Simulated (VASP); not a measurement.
# O in VASP: a series of runs

O is run at these levels: LDA; tasks: single point.

Everything below comes from runs of VASP 6.6.1. Logs are shortened: lines on timing, memory, paths and dates and some standing lists are left out, and cuts for length are marked.

## 1. The cell of the first run

The cell holds a disordered packing, 20 atoms: a = 7.218 Å, b = 7.218 Å, c = 7.218 Å, α = 90.00°, β = 90.00°, γ = 90.00°.

## 2. Single point, LDA, collinear spin, ferromagnetic start

The input, INCAR:

```
SYSTEM = O
PREC = Accurate
ENCUT = 520
EDIFF = 1E-6
ISMEAR = -1
SIGMA = 0.05
LREAL = Auto
LASPH = .True.
NELM = 150
ALGO = Normal
ISIF = 2
LWAVE = .False.
LCHARG = .False.
ISPIN = 2
MAGMOM = 0.54 0.55 0.54 0.54 0.55 0.54 0.54 0.55 0.54 0.54 0.54 0.54 0.55 0.54 0.54 0.54 0.55 0.54 0.54 0.55
LORBIT = 11
GGA = CA
NBANDS = 80
```

The input, KPOINTS:

```
regular mesh
0
Gamma
  1 1 1
  0 0 0
```

The input, POSCAR:

```
O
1.0
    7.2176520000      0.0000000000      0.0000000000
    0.0000000000      7.2176520000      0.0000000000
    0.0000000000      0.0000000000      7.2176520000
O
20
Direct
    0.4558407637      0.4963802633      0.5469645807
    0.5273598672      0.5067853091      0.4002548197
    0.7406425247      0.6583581475      0.7981543028
    0.8169831408      0.5832783293      0.9304688007
    0.4416117596      0.5302001260      1.0529185946
    0.2892076260      0.4820127100      0.9950604435
    0.4341993768      1.0257352391      0.5093069048
    0.4029565294      1.0999699071      0.3615718796
    0.8889871665     -0.0081328388      0.1716209094
    0.7522945135     -0.0273219047      0.2533233800
    1.0028191994      0.8014794839      0.5309344369
    1.0551908017      0.8854680165      0.6649530900
    0.8322512640      0.2010349072      0.9241371017
    0.7705968645      0.0642452698      0.8564003917
    0.1218540323      0.3400551869      0.4745864722
    0.1204269754      0.3877299709      0.6373540869
    0.4024023325      0.8681632198     -0.0847921180
    0.3878685201      1.0299886999     -0.0874799727
   -0.0837807087      0.5887787330      0.2796200205
    0.0638850418      0.6510011843      0.2375980444
```

Potentials or basis: VASP PAW LDA potentials, release 64 (O).

Started as:

```bash
cat potpaw_LDA.64/O/POTCAR > POTCAR
mpirun -np 1 vasp_gam > vasp.out
```

OUTCAR:

```text
SYSTEM = O
   PREC = Accurate
   ENCUT = 520
   EDIFF = 1E-6
   ISMEAR = -1
   LREAL = Auto
   LASPH = .True.
   NELM = 150
   ISIF = 2
   ISPIN = 2
   LORBIT = 11
   GGA = CA

 ion  position               nearest neighbor table
   1  0.456  0.496  0.547-   2 1.18
   2  0.527  0.507  0.400-   1 1.18
   3  0.741  0.658  0.798-   4 1.23
   4  0.817  0.583  0.930-   3 1.23
   5  0.442  0.530  0.053-   6 1.23
   6  0.289  0.482  0.995-   5 1.23
[... 12 lines left out ...]
  19  0.916  0.589  0.280-  20 1.20
  20  0.064  0.651  0.238-  19 1.20

  LATTYP: Found a simple cubic cell.
 ALAT       =     7.2176520000

  Lattice vectors:

 A1 = (   7.2176520000,   0.0000000000,   0.0000000000)
 A2 = (   0.0000000000,   7.2176520000,   0.0000000000)
 A3 = (   0.0000000000,   0.0000000000,   7.2176520000)

Analysis of symmetry for initial positions (statically):
=====================================================================
 Subroutine PRICEL returns:
 Original cell was already a primitive cell.

 Routine SETGRP: Setting up the symmetry group for a
 simple cubic supercell.

 Subroutine GETGRP returns: Found  1 space group operations
 (whereof  1 operations were pure point group operations)
 out of a pool of 48 trial point group operations.

The static configuration has the point symmetry C_1 .

Analysis of symmetry for dynamics (positions and initial velocities):
=====================================================================
 Subroutine PRICEL returns:
 Original cell was already a primitive cell.

 Routine SETGRP: Setting up the symmetry group for a
 simple cubic supercell.

 Subroutine GETGRP returns: Found  1 space group operations
 (whereof  1 operations were pure point group operations)
 out of a pool of 48 trial point group operations.

The dynamic configuration has the point symmetry C_1 .

Analysis of structural, dynamic, and magnetic symmetry:
=====================================================================
 Subroutine PRICEL returns:
 Original cell was already a primitive cell.

 Routine SETGRP: Setting up the symmetry group for a
 simple cubic supercell.

 Subroutine GETGRP returns: Found  1 space group operations
 (whereof  1 operations were pure point group operations)
 out of a pool of 48 trial point group operations.

The overall configuration has the point symmetry C_1 .

[... 149 lines left out ...]

 Free energy of the ion-electron system (eV)
  ---------------------------------------------------
  ext. energy  EPLUGINS =         0.00000000
  ---------------------------------------------------
  free energy    TOTEN  =      -104.93370588 eV

  energy without entropy =     -104.93333465  energy(sigma->0) =     -104.93352026

 E-fermi :  -2.1062     XC(G=0):  -7.4714

 val. band max:       -2.5417456283   @ k =   0.0000   0.0000   0.0000
 cond. band min:      -1.7014976508   @ k =   0.0000   0.0000   0.0000
 fundamental gap:      0.8402479775
 Fermi energy:        -2.1061557717

 spin component 1

 k-point     1 :       0.0000    0.0000    0.0000
  band No.  band energies     occupation
      1     -30.0530      1.00000
      2     -29.8816      1.00000
      3     -29.8457      1.00000
      4     -29.5670      1.00000
      5     -29.5024      1.00000
      6     -29.1743      1.00000
[... 64 lines left out ...]
     71       3.3500      0.00000
     72       4.4110      0.00000
 Fermi energy:        -2.1061557717

 spin component 2

 k-point     1 :       0.0000    0.0000    0.0000
  band No.  band energies     occupation
      1     -30.7261      1.00000
      2     -29.0417      1.00000
      3     -28.8494      1.00000
      4     -28.6759      1.00000
      5     -28.6164      1.00000
      6     -28.3617      1.00000
[... 64 lines left out ...]
     71       3.6225      0.00000
     72       4.8213      0.00000
 [bands above 72 left out]

------------------------ aborting loop because EDIFF is reached ----------------------------------------

  FORCE on cell =-STRESS in cart. coord.  units (eV):
  Direction    XX          YY          ZZ          XY          YZ          ZX
  --------------------------------------------------------------------------------------
  -------------------------------------------------------------------------------------
  Total        6.8859840      7.3626906      7.2323718      2.9473886      0.0978378     -4.1112681
  in kB       29.3419366     31.3732360     30.8179331     12.5591478      0.4168977    -17.5185665
  external PRESSURE =      30.5110352 kB  Pullay stress =       0.0000000 kB

 VOLUME and BASIS-vectors are now :
 -----------------------------------------------------------------------------
  energy-cutoff  :      520.00
  volume of cell :      376.00
      direct lattice vectors                 reciprocal lattice vectors
     7.217652000  0.000000000  0.000000000     0.138549212  0.000000000  0.000000000
     0.000000000  7.217652000  0.000000000     0.000000000  0.138549212  0.000000000
     0.000000000  0.000000000  7.217652000     0.000000000  0.000000000  0.138549212

 POSITION                                       TOTAL-FORCE (eV/Angst)
 -----------------------------------------------------------------------------------
      3.29010      3.58270      3.94780        -1.480080     -0.197462      3.361856
      3.80630      3.65780      2.88890         1.704173      0.271815     -3.224101
      5.34570      4.75180      5.76080         0.192049     -0.266544      0.378728
      5.89670      4.20990      6.71580        -0.126989      0.324783     -0.400030
      3.18740      3.82680      0.38195        -0.313285     -0.203328     -0.289643
      2.08740      3.47900      7.18200         0.219570      0.128090      0.168787
[... 12 lines left out ...]
      6.61295      4.24960      2.01820        -1.971498     -0.812256      0.486930
      0.46110      4.69870      1.71490         1.669656      0.959334     -0.494623
 -----------------------------------------------------------------------------------
    total drift:                               -0.019008     -0.008079     -0.012019

  FREE ENERGIE OF THE ION-ELECTRON SYSTEM (eV)
  ---------------------------------------------------
  free  energy   TOTEN  =      -104.9337058786 eV

  energy  without entropy=     -104.9333346505  energy(sigma->0) =     -104.93352026

 total charge

# of ion       s       p       d       tot
------------------------------------------
    1        1.604   3.354   0.000   4.958
    2        1.605   3.348   0.000   4.953
    3        1.602   3.275   0.000   4.877
    4        1.603   3.272   0.000   4.875
    5        1.603   3.278   0.000   4.882
    6        1.602   3.274   0.000   4.876
[... 12 lines left out ...]
   19        1.605   3.323   0.000   4.928
   20        1.606   3.311   0.000   4.917
--------------------------------------------------
tot         32.085  66.372   0.000  98.457

 magnetization (x)

# of ion       s       p       d       tot
------------------------------------------
    1        0.008   0.786   0.000   0.793
    2        0.009   0.791   0.000   0.800
    3        0.008   0.793   0.000   0.802
    4        0.008   0.786   0.000   0.794
    5        0.008   0.787   0.000   0.795
    6        0.008   0.776   0.000   0.784
[... 12 lines left out ...]
   19        0.001   0.063   0.000   0.064
   20        0.001   0.060   0.000   0.061
--------------------------------------------------
tot          0.117  11.140   0.000  11.257
```

stdout:

```text
POSCAR found type information on POSCAR O
 POSCAR found :  1 types and      20 ions
 scaLAPACK will be used
 LDA part: xc-table for (Slater(with rela. corr.)+CA(PZ))
 , standard interpolation
 POSCAR, INCAR and KPOINTS ok, starting setup
 FFT: planning ... GRIDC
 FFT: planning ... GRID_SOFT
 FFT: planning ... GRID
 WAVECAR not read
 entering main loop
```

Wall time 2.1 min (1 thread of Intel Xeon Platinum 8488C (Sapphire Rapids), shared host); peak memory 0.31 GiB.

Results:

```yaml
Free_energy: -104.9337 eV
Pressure: 3.1 GPa
Largest_force: 5.975 eV/Å
Net_moment: 14.00 μB per cell
Site_moments: O +0.79, +0.80, +0.78, -0.74, -0.72, +0.73, +0.76, +0.77, +0.81, +0.06 (each value once) μB
Valence_electrons_inside_the_program's_atomic_spheres: O 4.96, 4.95, 4.88, 4.90, 4.99, 4.91, 4.92, 4.94, 4.89, 4.97, 4.93 (each value once)
```

Forces in eV/Å, atoms in the order of the input:
```
O   -1.480 -0.197  3.362
O    1.704  0.272 -3.224
O    0.192 -0.267  0.379
O   -0.127  0.325 -0.400
O   -0.313 -0.203 -0.290
O    0.220  0.128  0.169
O    0.098 -0.280  0.512
O   -0.020  0.221 -0.578
O    5.234  0.578 -2.697
O   -5.026 -0.899  3.103
O   -0.267 -0.747 -1.328
O    0.458  0.783  1.263
O    1.050  2.451  1.042
O   -1.156 -2.342 -1.449
O   -0.033 -0.033  0.265
O   -0.167 -0.083 -0.135
O    0.421 -4.419  0.060
O   -0.486  4.565 -0.046
O   -1.971 -0.812  0.487
O    1.670  0.959 -0.495
```

Stress tensor (GPa, compression positive):
```
 2.93  1.26 -1.75
 1.26  3.14  0.04
-1.75  0.04  3.08
```

Levels at points of the mesh, in eV from the Fermi level:
Spin up:
```tsv
k point	band 65	band 66	band 67	band 68	band 69	band 70
(0.00, 0.00, 0.00)	-0.52	-0.49	-0.44	0.49	1.12	1.18
```
Spin down:
```csv
k point,band 51,band 52,band 53,band 54,band 55,band 56
"(0.00, 0.00, 0.00)",-0.81,-0.76,-0.45,0.40,0.56,0.66
```

Caveat: the k points lie up to 0.87 Å⁻¹ apart; the standard files for N, O and F lose accuracy on very short bonds.

## 3. Single point, LDA, collinear spin, ferromagnetic start

The input, INCAR:

```
ALGO = Normal
EDIFF = 1E-7
ENCUT = 520
ISIF = 2
ISMEAR = -1
ISPIN = 2
LASPH = T
LCHARG = F
LORBIT = 11
LREAL = Auto
LWAVE = F
MAGMOM = 1 1 1 1 1 1 1 1 1 1 1 1 1 1 1 1 1 1 1 1
NBANDS = 80
NELM = 150
PREC = Accurate
SIGMA = 0.05
```

The input, KPOINTS:

```
k-points
0
Gamma
  1 1 1
```

The input, POSCAR:

```
O
1.0
    7.2176520000      0.0000000000      0.0000000000
    0.0000000000      7.2176520000      0.0000000000
    0.0000000000      0.0000000000      7.2176520000
O
20
Direct
    0.5010632267      0.6154910212      0.5300200120
    0.6326988334      0.5627730459      0.4390485992
    0.7013776779      0.7015855018      0.8127296800
    0.7114917705      0.6459579930      0.9699414713
    0.3844602095      0.4356402886      0.9568901355
    0.2743551504      0.3191204009      0.9242895058
    0.4077087673      1.0431924399      0.5124658268
    0.3814259817      1.0150946596      0.3525107611
    0.8317663417      0.0598809696      0.2834993984
    0.7654428338     -0.0898907290      0.3322687212
    0.9905991588      0.8300621864      0.6138422856
    1.1237310970      0.8401901339      0.7112562368
    0.7644314245      0.2345776715      0.7508536017
    0.7619791035      0.0692607513      0.7386474161
    0.1782019970      0.3542841910      0.4938171028
    0.0615851249      0.3892817221      0.6073027627
    0.4069051819      0.8687866913      0.0377685153
    0.4582515200      1.0265526795      0.0067057819
   -0.0010668289      0.5692848588      0.2383323552
    0.0871751644      0.6740973380      0.1407521449
```

Potentials or basis: VASP PAW LDA potentials, release 64 (O).

Started as:

```bash
cat potpaw_LDA.64/O/POTCAR > POTCAR
mpirun -np 1 vasp_gam > vasp.out
```

OUTCAR:

```text
EDIFF = 1E-7
   ENCUT = 520
   ISIF = 2
   ISMEAR = -1
   ISPIN = 2
   LASPH = T
   LORBIT = 11
   LREAL = Auto
   NELM = 150
   PREC = Accurate

 ion  position               nearest neighbor table
   1  0.501  0.615  0.530-   2 1.22
   2  0.633  0.563  0.439-   1 1.22
   3  0.701  0.702  0.813-   4 1.21
   4  0.711  0.646  0.970-   3 1.21
   5  0.384  0.436  0.957-   6 1.18
   6  0.274  0.319  0.924-   5 1.18
[... 12 lines left out ...]
  19  0.999  0.569  0.238-  20 1.21
  20  0.087  0.674  0.141-  19 1.21

  LATTYP: Found a simple cubic cell.
 ALAT       =     7.2176520000

  Lattice vectors:

 A1 = (   7.2176520000,   0.0000000000,   0.0000000000)
 A2 = (   0.0000000000,   7.2176520000,   0.0000000000)
 A3 = (   0.0000000000,   0.0000000000,   7.2176520000)

Analysis of symmetry for initial positions (statically):
=====================================================================
 Subroutine PRICEL returns:
 Original cell was already a primitive cell.

 Routine SETGRP: Setting up the symmetry group for a
 simple cubic supercell.

 Subroutine GETGRP returns: Found  1 space group operations
 (whereof  1 operations were pure point group operations)
 out of a pool of 48 trial point group operations.

The static configuration has the point symmetry C_1 .

Analysis of symmetry for dynamics (positions and initial velocities):
=====================================================================
 Subroutine PRICEL returns:
 Original cell was already a primitive cell.

 Routine SETGRP: Setting up the symmetry group for a
 simple cubic supercell.

 Subroutine GETGRP returns: Found  1 space group operations
[... 183 lines left out ...]

 spin component 1

 k-point     1 :       0.0000    0.0000    0.0000
  band No.  band energies     occupation
      1     -29.8840      1.00000
      2     -29.8087      1.00000
      3     -29.6549      1.00000
      4     -29.5361      1.00000
      5     -29.4643      1.00000
      6     -29.2945      1.00000
[... 64 lines left out ...]
     71       3.2543      0.00000
     72       4.5354      0.00000
 Fermi energy:        -2.0789416677

 spin component 2

 k-point     1 :       0.0000    0.0000    0.0000
  band No.  band energies     occupation
      1     -28.6741      1.00000
      2     -28.5965      1.00000
      3     -28.4370      1.00000
      4     -28.3155      1.00000
      5     -28.2423      1.00000
      6     -28.0727      1.00000
[... 64 lines left out ...]
     71       3.6644      0.00000
     72       5.1289      0.00000
 [bands above 72 left out]

------------------------ aborting loop because EDIFF is reached ----------------------------------------

  FORCE on cell =-STRESS in cart. coord.  units (eV):
  Direction    XX          YY          ZZ          XY          YZ          ZX
  --------------------------------------------------------------------------------------
  -------------------------------------------------------------------------------------
  Total        5.5256852      4.6977250      7.6798246      1.4620966      1.3973123      1.2759895
  in kB       23.5455537     20.0175239     32.7245791      6.2301545      5.9541019      5.4371318
  external PRESSURE =      25.4292189 kB  Pullay stress =       0.0000000 kB

 VOLUME and BASIS-vectors are now :
 -----------------------------------------------------------------------------
  energy-cutoff  :      520.00
  volume of cell :      376.00
      direct lattice vectors                 reciprocal lattice vectors
     7.217652000  0.000000000  0.000000000     0.138549212  0.000000000  0.000000000
     0.000000000  7.217652000  0.000000000     0.000000000  0.138549212  0.000000000
     0.000000000  0.000000000  7.217652000     0.000000000  0.000000000  0.138549212

 POSITION                                       TOTAL-FORCE (eV/Angst)
 -----------------------------------------------------------------------------------
      3.61650      4.44240      3.82550        -0.474855      0.125301      0.094552
      4.56660      4.06190      3.16890         0.369525     -0.171985     -0.249471
      5.06230      5.06380      5.86600        -0.051537      0.395578     -1.109341
      5.13530      4.66230      7.00070         0.161164     -0.490246      1.319145
      2.77490      3.14430      6.90650         2.532737      2.633283      0.742325
      1.98020      2.30330      6.67120        -2.626544     -2.462090     -0.775461
[... 12 lines left out ...]
      7.20995      4.10890      1.72020        -0.373983     -0.358184      0.328765
      0.62920      4.86540      1.01590         0.299497      0.388485     -0.349628
 -----------------------------------------------------------------------------------
    total drift:                               -0.014987     -0.009075     -0.018001

  FREE ENERGIE OF THE ION-ELECTRON SYSTEM (eV)
  ---------------------------------------------------
  free  energy   TOTEN  =      -105.3690620113 eV

  energy  without entropy=     -105.3688301521  energy(sigma->0) =     -105.36894608

 total charge

# of ion       s       p       d       tot
------------------------------------------
    1        1.602   3.295   0.000   4.897
    2        1.602   3.291   0.000   4.893
    3        1.604   3.311   0.000   4.915
    4        1.603   3.309   0.000   4.912
    5        1.604   3.349   0.000   4.953
    6        1.604   3.352   0.000   4.956
[... 12 lines left out ...]
   19        1.603   3.295   0.000   4.898
   20        1.602   3.295   0.000   4.898
--------------------------------------------------
tot         32.064  66.235   0.000  98.299

 magnetization (x)

# of ion       s       p       d       tot
------------------------------------------
    1        0.009   0.799   0.000   0.807
    2        0.008   0.795   0.000   0.804
    3        0.009   0.795   0.000   0.803
    4        0.008   0.797   0.000   0.805
    5        0.008   0.786   0.000   0.794
    6        0.009   0.796   0.000   0.805
[... 12 lines left out ...]
   19        0.008   0.801   0.000   0.809
   20        0.008   0.792   0.000   0.800
--------------------------------------------------
tot          0.169  15.906   0.000  16.074
```

stdout:

```text
POSCAR found type information on POSCAR O
 POSCAR found :  1 types and      20 ions
 scaLAPACK will be used
 LDA part: xc-table for (Slater(with rela. corr.)+CA(PZ))
 , standard interpolation
 POSCAR, INCAR and KPOINTS ok, starting setup
 FFT: planning ... GRIDC
 FFT: planning ... GRID_SOFT
 FFT: planning ... GRID
 WAVECAR not read
 entering main loop
```

It took 70 s on 1 thread of Intel Xeon Platinum 8488C (Sapphire Rapids), shared host; peak memory 0.3 GiB.

What came out:

| Quantity | Value |
| --- | --- |
| Free energy | -105.3691 eV |
| Pressure | 2.5 GPa |
| Largest force | 3.728 eV/Å |
| Net moment | 20.00 μB per cell |
| Site moments | O +0.81, +0.80, +0.79 (each value once) μB |
| Valence electrons inside the program's atomic spheres | O 4.90, 4.89, 4.92, 4.91, 4.95, 4.96, 4.94, 4.87, 4.93 (each value once) |

Forces on the atoms (eV/Å):
```
O   -0.475  0.125  0.095
O    0.370 -0.172 -0.249
O   -0.052  0.396 -1.109
O    0.161 -0.490  1.319
O    2.533  2.633  0.742
O   -2.627 -2.462 -0.775
O    0.557  0.508  3.022
O   -0.580 -0.451 -2.567
O   -0.330 -0.750  0.276
O    0.315  0.778 -0.353
O   -1.765 -0.299 -1.628
O    2.028  0.121  1.559
O   -0.153  2.215  0.248
O   -0.105 -2.033 -0.113
O    1.229 -0.359 -1.134
O   -1.146  0.422  1.063
O   -0.110 -0.298 -0.194
O    0.224  0.087 -0.182
O   -0.374 -0.358  0.329
O    0.299  0.388 -0.350
```

Stress tensor (GPa, compression positive):
```
2.35 0.62 0.54
0.62 2.00 0.60
0.54 0.60 3.27
```

Levels at points of the mesh, in eV from the Fermi level:
Spin up:
```
           k point  band 66  band 67  band 68  band 69  band 70  band 71  band 72  band 73  band 74  band 75
(0.00, 0.00, 0.00)    -0.66    -0.62    -0.57    -0.52    -0.43     5.33     6.61     6.79     7.17     7.26
```
Spin down:
| k point | band 48 | band 49 | band 50 | band 51 | band 52 | band 53 |
| --- | --- | --- | --- | --- | --- | --- |
| (0.00, 0.00, 0.00) | -5.71 | -5.69 | -5.48 | 0.43 | 0.53 | 0.58 |

Caveat: the k points lie up to 0.87 Å⁻¹ apart; the standard files for N, O and F lose accuracy on very short bonds; the atoms stand as in a frame of molecular dynamics.
